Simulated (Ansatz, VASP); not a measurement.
**SnTe: VASP beside Ansatz**

Contents of POSCAR:

```
SnTe
1.0
    0.0000000000      3.1893303454      3.1574370420
    3.1893303454      0.0000000000      3.1574370420
    3.1893303454      3.1893303454      0.0000000000
Sn Te
1 1
Direct
    0.0000000000      0.0000000000      0.0000000000
    0.5000000000      0.5000000000      0.5000000000
```

INCAR.step1

```
  ALGO = Normal
  EDIFF = 1E-4
  ENCUT = 520
  GGA = PE
  ISMEAR = -1
  LASPH = True
  LCHARG = False
  LREAL = False
  LWAVE = True
  NBANDS = 17
  NELM = 60
  PREC = Accurate
  SIGMA = 0.02
```

Contents of INCAR.step2:

```
  ALGO = Normal
  EDIFF = 1E-6
  ENCUT = 520
  ISIF = 2
  ISMEAR = -1
  ISTART = 1
  LASPH = True
  LCHARG = True
  LELF = True
  LMIXTAU = True
  LREAL = False
  LVHAR = True
  LWAVE = False
  METAGGA = R2SCAN
  NBANDS = 17
  NELM = 60
  PREC = Accurate
  SIGMA = 0.02
```

KPOINTS

```
k-points
0
Gamma
  8 8 8
```

Input for Ansatz:

```yaml
crystal:
  lattice:
    - [0.0, 3.1893303454, 3.157437042]
    - [3.1893303454, 0.0, 3.157437042]
    - [3.1893303454, 3.1893303454, 0.0]
  atoms:
    - { symbol: Sn, position: [0.0, 0.0, 0.0] }
    - { symbol: Te, position: [0.5, 0.5, 0.5] }
kpoints:
  mp_grid: { grid: [8, 8, 8] }
  band_path:
    path:
      - [0.0, 0.0, 0.0]
      - [0.5, 0.0, 0.5]
      - [0.625, 0.25, 0.625]
      - [0.375, 0.375, 0.75]
      - [0.5, 0.5, 0.5]
      - [0.5, 0.25, 0.75]
      - [-0.00472, 0.002767, 0.499512]
      - [-0.00765, -0.003581, 0.497396]
    npoints: 1
hamiltonian:
  xc: r2scan
scf:
  occupations: { method: fermi_dirac, width: 0.02 }
  n_extra_bands: 4
output:
  forces: true
  stress: true
  eigenvalues: true
  write_density: true
  write_potential: true
  elf: true
  volumetric_format: npy
```

Change from the starting cell: uniaxial_z strain -1.0%.

Alike in both runs: task single point; functional r2SCAN; k mesh 8 × 8 × 8; occupations fermi-dirac, width 0.02 eV; no spin polarisation.

```csv
,VASP,Ansatz
version,VASP 6.6.1,Ansatz 0.2.0
potentials or method,"VASP PAW PBE potentials, release 64 (Sn_d, Te)","plane waves, PAW"
plane-wave cutoff (eV),520,500
valence electrons in the cell,20,30
```

```csv
,VASP,Ansatz,Ansatz less VASP
pressure (GPa),0.4,0.4,-0.01
"traceless stress, the component that is largest in VASP (GPa)",0.86,0.86,-0.003
```

VASP's potentials were made for PBE, not for r2SCAN. The functional is the same, so the differences come from potentials, cutoffs and numerics. VASP's potentials hold 20 valence electrons a cell and Ansatz's 30, so a difference there can come from the potentials and not from the codes.

Spin-orbit coupling is off throughout.
